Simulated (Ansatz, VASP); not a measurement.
**TaN: VASP beside Ansatz**

Contents of POSCAR:

```
TaN
1.0
    2.7323076900      0.0000000000      0.0000000000
    0.0000000000      2.7323076900      0.0000000000
    0.0000000000      0.0000000000      2.7323076900
Ta N
1 1
Direct
    0.0000000000      0.0000000000      0.0000000000
    0.5000000000      0.5000000000      0.5000000000
```

File INCAR.step1:

```
SYSTEM = TaN
PREC     = Accurate       ! precision mode
ENCUT    = 660            ! plane-wave cutoff, eV
ISMEAR   = 0              ! smearing method
SIGMA    = 0.05           ! smearing width, eV
LREAL    = .False.        ! projectors in reciprocal space
LASPH    = .True.         ! aspherical terms in the spheres
NELM     = 200            ! most SCF steps
ISPIN    = 2              ! spin polarisation
MAGMOM   = -0.12 -0.01    ! initial moments
LMAXMIX  = 4              ! l up to which the mixer works
LDAU     = .True.         ! DFT+U
LDAUTYPE = 2            
LDAUL    = 2 -1           ! shell
LDAUU    = 1 0            ! U, eV
LDAUJ    = 0 0          
NBANDS   = 19             ! bands
GGA      = PE             ! functional
ALGO     = Normal         ! electronic algorithm
EDIFF    = 1E-5           ! SCF threshold, eV
LWAVE    = .True.         ! write WAVECAR
LCHARG   = .False.        ! write CHGCAR
GGA_COMPAT= .False.
```

File INCAR.step2:

```
SYSTEM = TaN
PREC     = Accurate       ! precision mode
ENCUT    = 660            ! plane-wave cutoff, eV
EDIFF    = 1E-6           ! SCF threshold, eV
ISMEAR   = 0              ! smearing method
SIGMA    = 0.05           ! smearing width, eV
LREAL    = .False.        ! projectors in reciprocal space
LASPH    = .True.         ! aspherical terms in the spheres
NELM     = 200            ! most SCF steps
ALGO     = Normal         ! electronic algorithm
ISIF     = 2              ! what is computed and relaxed
LWAVE    = .False.        ! write WAVECAR
LCHARG   = .False.        ! write CHGCAR
ISPIN    = 2              ! spin polarisation
MAGMOM   = -0.12 -0.01    ! initial moments
LORBIT   = 11             ! projections on sites
LMAXMIX  = 4              ! l up to which the mixer works
LDAU     = .True.         ! DFT+U
LDAUTYPE = 2            
LDAUL    = 2 -1           ! shell
LDAUU    = 1 0            ! U, eV
LDAUJ    = 0 0          
LDAUPRINT= 1            
METAGGA  = R2SCAN         ! meta-GGA
LMIXTAU  = .True.       
NBANDS   = 19             ! bands
ISTART   = 1            
GGA_COMPAT= .False.
```

The input KPOINTS:

```
Automatic mesh
0
Gamma
  7 7 7
  0 0 0
```

Input for Ansatz:

```yaml
crystal:
  lattice:
    - [2.73230769, 0.0, 0.0]
    - [0.0, 2.73230769, 0.0]
    - [0.0, 0.0, 2.73230769]
  atoms:
    - { symbol: Ta, position: [0.0, 0.0, 0.0], spin: 0.3 }
    - { symbol: "N", position: [0.5, 0.5, 0.5] }
basis:
  ecutwfc: 500
  ecutrho_ratio: 4
kpoints:
  mp_grid: { grid: [7, 7, 7] }
hamiltonian:
  xc: r2scan
  hubbard:
    sites:
      - { site: 0, l: d, u_eff: 1.0, starting_ns: [{ spin: up, occupation_matrix: s0up }, { spin: down, occupation_matrix: s0down }] }
    occupation_matrices:
      s0up:
        matrix:
          - [0.02, 0.0, 0.0, 0.0, 0.0]
          - [0.0, 0.73413, -0.41042, 0.0, 0.0]
          - [0.0, -0.41042, 0.25587, 0.0, 0.0]
          - [0.0, 0.0, 0.0, 0.02, 0.0]
          - [0.0, 0.0, 0.0, 0.0, 0.02]
      s0down:
        matrix:
          - [0.02, 0.0, 0.0, 0.0, 0.0]
          - [0.0, 0.02, 0.0, 0.0, 0.0]
          - [0.0, 0.0, 0.02, 0.0, 0.0]
          - [0.0, 0.0, 0.0, 0.97, 0.0]
          - [0.0, 0.0, 0.0, 0.0, 0.02]
    ns_hold: { iters: 12 }
scf:
  occupations: { method: gaussian, width: 0.05 }
  lower_state_search: "off"
  max_iter: 150
output:
  forces: true
  stress: true
  eigenvalues: true
  populations: true
  hubbard: { sites: [{ site: 0, l: d }] }
magnetization:
  spin_polarized: true
```

Alike in both runs: task single point; functional r2SCAN; k mesh 7 × 7 × 7; occupations gaussian, width 0.05 eV; collinear spin; Hubbard terms Ta d U = 1.0 eV.

|  | VASP | Ansatz |
| --- | --- | --- |
| version | VASP 6.6.1 | Ansatz 0.2.0 |
| potentials or method | VASP PAW PBE potentials, release 64 (Ta_pv, N), cutoff 660 eV | scalar-relativistic, plane waves, PAW |
| valence electrons in the cell | 16 | 18 |

```csv
,VASP,Ansatz,Ansatz less VASP
gap on the k mesh at the Fermi level (eV),none,none,-
pressure (GPa),6.6,2.7,-3.90
net moment per atom (μB),0.10,0.10,0.000
size of the moment on the site where the two differ most (μB),0.16,0.11,-0.043
```

VASP's potentials were made for PBE, not for r2SCAN. Site moments also hang on the region over which each program counts them. The programs project onto different local orbitals, so the same U acts differently, and such runs can settle in different states. A gap of «none» marks a metal or a gap that the smearing closes. VASP's potentials hold 16 valence electrons a cell and Ansatz's 18, so a difference there can come from the potentials and not from the codes. Ansatz's warnings: filled band counts differ across k points, specified occupation not kept, stability check not made, symmetry narrowed by occupation matrices.

Neither program's run includes spin-orbit coupling.
